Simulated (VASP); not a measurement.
# Al (Fd-3m) in VASP: further runs

The runs below take Al through single point, with PBE.

Everything below comes from runs of VASP 6.6.1. Logs are shortened: lines on timing, memory, paths and dates and some standing lists are left out, and cuts for length are marked.

## Step 1: The cell of the first run

The structure is cubic, space group Fd-3m (No. 227). Conventional cell: a = 6.050 Å, b = 6.050 Å, c = 6.050 Å, α = 90.00°, β = 90.00°, γ = 90.00°. Al (site symmetry -43m) has 4 Al at 2.62 Å within 3.5 Å.

## Step 2: Single point, PBE

Input file INCAR:

```
PREC = Accurate
ENCUT = 520
EDIFF = 1E-6
ISMEAR = -1
SIGMA = 0.05
LREAL = False
LASPH = True
NELM = 100
ALGO = Normal
ISIF = 2
LWAVE = False
LCHARG = False
GGA = PE
NBANDS = 10
```

Input file KPOINTS:

```
Automatic mesh
0
Gamma
  12 12 12
```

Input file POSCAR:

```
Al
1.0
    0.0000000000      3.0249566498      3.0249566498
    3.0249566498      0.0000000000      3.0249566498
    3.0249566498      3.0249566498      0.0000000000
Al
2
Direct
   -0.1250000000     -0.1250000000     -0.1250000000
    0.1250000000      0.1250000000      0.1250000000
```

Potentials or basis: VASP PAW PBE potentials, release 64 (Al).

On the command line:

```console
$ cat potpaw_PBE.64/Al/POTCAR > POTCAR
$ mpirun -np 1 vasp_std > vasp.out
```

OUTCAR:

```text
PREC = Accurate
   ENCUT = 520
   EDIFF = 1E-6
   ISMEAR = -1
   LREAL = False
   LASPH = True
   NELM = 100
   ISIF = 2
   GGA = PE

 ion  position               nearest neighbor table
   1  0.875  0.875  0.875-   2 2.62   2 2.62   2 2.62   2 2.62
   2  0.125  0.125  0.125-   1 2.62   1 2.62   1 2.62   1 2.62

  LATTYP: Found a face centered cubic cell.
 ALAT       =     6.0499132996

  Lattice vectors:

 A1 = (   0.0000000000,   3.0249566498,   3.0249566498)
 A2 = (   3.0249566498,   0.0000000000,   3.0249566498)
 A3 = (   3.0249566498,   3.0249566498,   0.0000000000)

Analysis of symmetry for initial positions (statically):
=====================================================================
 Subroutine PRICEL returns:
 Original cell was already a primitive cell.

 Routine SETGRP: Setting up the symmetry group for a
 face centered cubic supercell.

 Subroutine GETGRP returns: Found 48 space group operations
 (whereof 12 operations were pure point group operations)
 out of a pool of 48 trial point group operations.

The static configuration has the point symmetry D_3d.
 The point group associated with its full space group is O_h .

Analysis of symmetry for dynamics (positions and initial velocities):
=====================================================================
 Subroutine PRICEL returns:
 Original cell was already a primitive cell.

 Routine SETGRP: Setting up the symmetry group for a
 face centered cubic supercell.

 Subroutine GETGRP returns: Found 48 space group operations
 (whereof 12 operations were pure point group operations)
 out of a pool of 48 trial point group operations.

The dynamic configuration has the point symmetry D_3d.
 The point group associated with its full space group is O_h .

 Subroutine INISYM returns: Found 48 space group operations
 (whereof 12 operations are pure point group operations),
 and found     1 'primitive' translations

----------------------------------------------------------------------------------------

                                     Primitive cell

  volume of cell :      55.3589

  direct lattice vectors                    reciprocal lattice vectors
     0.000000000  3.024956650  3.024956650    -0.165291625  0.165291625  0.165291625
     3.024956650  0.000000000  3.024956650     0.165291625 -0.165291625  0.165291625
     3.024956650  3.024956650  0.000000000     0.165291625  0.165291625 -0.165291625

  length of vectors
     4.277934720  4.277934720  4.277934720     0.286293492  0.286293492  0.286293492

[... 87 lines left out ...]
   ISYM   =      2    0-nonsym 1-usesym 2-fastsym
   POTIM  = 0.5000    time-step for ionic-motion
   TEBEG  =    0.0;   TEEND  =   0.0 temperature during run
   PSTRESS=    0.0 pullay stress
   NELECT =       6.0000    total number of electrons
   NUPDOWN=      -1.0000    fix difference up-down
   EMIN   =  10.00;   EMAX   =-10.00  energy-range for DOS
   EFERMI =   0.00;   METHOD = LEGACY
   ISMEAR =    -1;   SIGMA  =   0.05  broadening in eV -4-tet -1-fermi 0-gaus
   EFERMI_NEDOS =   21; number of points for ismear=-14 and -15
   IALGO  =     38    algorithm
   IMIX   =      4    mixing-type and parameters
     AMIX     =   0.40;   BMIX     =  1.00
     AMIX_MAG =   1.60;   BMIX_MAG =  1.00
  volume/ion in A,a.u.               =      27.68       186.79
  Fermi-wavevector in a.u.,A,eV,Ry     =   0.780542  1.475010  8.289286  0.609245
  Thomas-Fermi vector in A             =   1.883874
   LORBIT       =      0    0 simple, 1 ext, 2 COOP (PROOUT), +10 PAW based schemes
   GGA     = PE    functional components
   LHFCALC =     F    Hartree Fock is set to
   AEXX    =    0.0000 exact exchange contribution
   IVDW    =     0    specifies the selected vdW correction
   LEPSILON=     F    determine dielectric tensor
   LRPA    =     F    only Hartree local field effects (RPA)
 non-spin polarized calculation
  energy-cutoff  :      520.00
  volume of cell :       55.36
 maximum number of plane-waves:      1524
   NGX = 15   NGY = 15   NGZ = 15

 number of electron       6.0000000 magnetization

 Free energy of the ion-electron system (eV)
  ---------------------------------------------------
  ext. energy  EPLUGINS =         0.00000000
  ---------------------------------------------------
  free energy    TOTEN  =        -6.00528704 eV

  energy without entropy =       -5.99098679  energy(sigma->0) =       -5.99813691

 E-fermi :   2.7507     XC(G=0):  -8.1270

 val. band max:        2.7481943647   @ k =   0.3333   0.3333   0.0000
 cond. band min:       2.7730138975   @ k =  -0.4167   0.3333   0.0000
 fundamental gap:      0.0248195328
 Fermi energy:         2.7507068906

 k-point     1 :       0.0000    0.0000    0.0000
  band No.  band energies     occupation
      1      -5.0721      2.00000
      2       4.8694      0.00000
      3       4.8694      0.00000
      4       4.8694      0.00000
      5       6.7181      0.00000
      6       6.7181      0.00000
      7       6.7181      0.00000
      8       7.9252      0.00000
      9      10.5596      0.00000
     10      10.6466      0.00000
[... 287 lines left out ...]
 k-point    24 :      -0.4167    0.1667    0.0000
  band No.  band energies     occupation
      1      -2.8411      2.00000
      2      -0.8482      2.00000
      3       2.2545      1.99990
      4       3.4868      0.00000
      5       6.2470      0.00000
      6       7.9536      0.00000
      7       8.0837      0.00000
      8      11.0850      0.00000
      9      11.5045      0.00000
     10      11.6130      0.00000

 [... further k-points ...]

------------------------ aborting loop because EDIFF is reached ----------------------------------------

  FORCE on cell =-STRESS in cart. coord.  units (eV):
  Direction    XX          YY          ZZ          XY          YZ          ZX
  --------------------------------------------------------------------------------------
  -------------------------------------------------------------------------------------
  Total       -0.0015331     -0.0015331     -0.0015331     -0.0000000     -0.0000000      0.0000000
  in kB       -0.0443693     -0.0443693     -0.0443693     -0.0000000     -0.0000000      0.0000000
  external PRESSURE =      -0.0443693 kB  Pullay stress =       0.0000000 kB

 VOLUME and BASIS-vectors are now :
 -----------------------------------------------------------------------------
  energy-cutoff  :      520.00
  volume of cell :       55.36
      direct lattice vectors                 reciprocal lattice vectors
     0.000000000  3.024956650  3.024956650    -0.165291625  0.165291625  0.165291625
     3.024956650  0.000000000  3.024956650     0.165291625 -0.165291625  0.165291625
     3.024956650  3.024956650  0.000000000     0.165291625  0.165291625 -0.165291625

 POSITION                                       TOTAL-FORCE (eV/Angst)
 -----------------------------------------------------------------------------------
      5.29367      5.29367      5.29367         0.000000     -0.000000     -0.000000
      0.75624      0.75624      0.75624        -0.000000      0.000000      0.000000
 -----------------------------------------------------------------------------------
    total drift:                                0.000000      0.000000     -0.000000

  FREE ENERGIE OF THE ION-ELECTRON SYSTEM (eV)
  ---------------------------------------------------
  free  energy   TOTEN  =        -6.0052870398 eV

  energy  without entropy=       -5.9909867858  energy(sigma->0) =       -5.99813691
```

OSZICAR:

```text
N       E                     dE             d eps       ncg     rms          rms(c)
DAV:   1     0.622130221218E+00    0.62213E+00   -0.20027E+03  1440   0.443E+02
DAV:   2    -0.582960228051E+01   -0.64517E+01   -0.61831E+01  1940   0.450E+01
DAV:   3    -0.599427471436E+01   -0.16467E+00   -0.16352E+00  1792   0.652E+00
DAV:   4    -0.599624553220E+01   -0.19708E-02   -0.19704E-02  1728   0.814E-01
DAV:   5    -0.599628770249E+01   -0.42170E-04   -0.42170E-04  1738   0.118E-01    0.153E+00
DAV:   6    -0.600215191791E+01   -0.58642E-02   -0.20233E-03  1672   0.241E-01    0.955E-01
DAV:   7    -0.600519050514E+01   -0.30386E-02   -0.55809E-03  1604   0.407E-01    0.870E-02
DAV:   8    -0.600526789661E+01   -0.77391E-04   -0.22836E-04  1636   0.688E-02    0.449E-02
DAV:   9    -0.600528668238E+01   -0.18786E-04   -0.30048E-05  1622   0.284E-02    0.916E-03
DAV:  10    -0.600528703976E+01   -0.35738E-06   -0.10539E-06  1596   0.655E-03
   1 F= -.60052870E+01 E0= -.59981369E+01  d E =-.143003E-01
```

stdout:

```text
POSCAR found type information on POSCAR Al
 POSCAR found :  1 types and       2 ions
 scaLAPACK will be used
 LDA part: xc-table for (Slater+PW92), standard interpolation
 POSCAR, INCAR and KPOINTS ok, starting setup
 FFT: planning ... GRIDC
 FFT: planning ... GRID_SOFT
 FFT: planning ... GRID
 WAVECAR not read
 entering main loop
```

Wall time 20 s (1 thread of Intel Xeon 6975P-C, shared host); peak memory 0.18 GiB.

What came out:

```yaml
Free_energy: -6.0053 eV
Pressure: 0.0 GPa
Band_gap_on_the_k_mesh: zero (band 3 reaches 4.87 eV, above the bottom of band 4 at 1.40 eV)
```

[end of part 1 of 2]
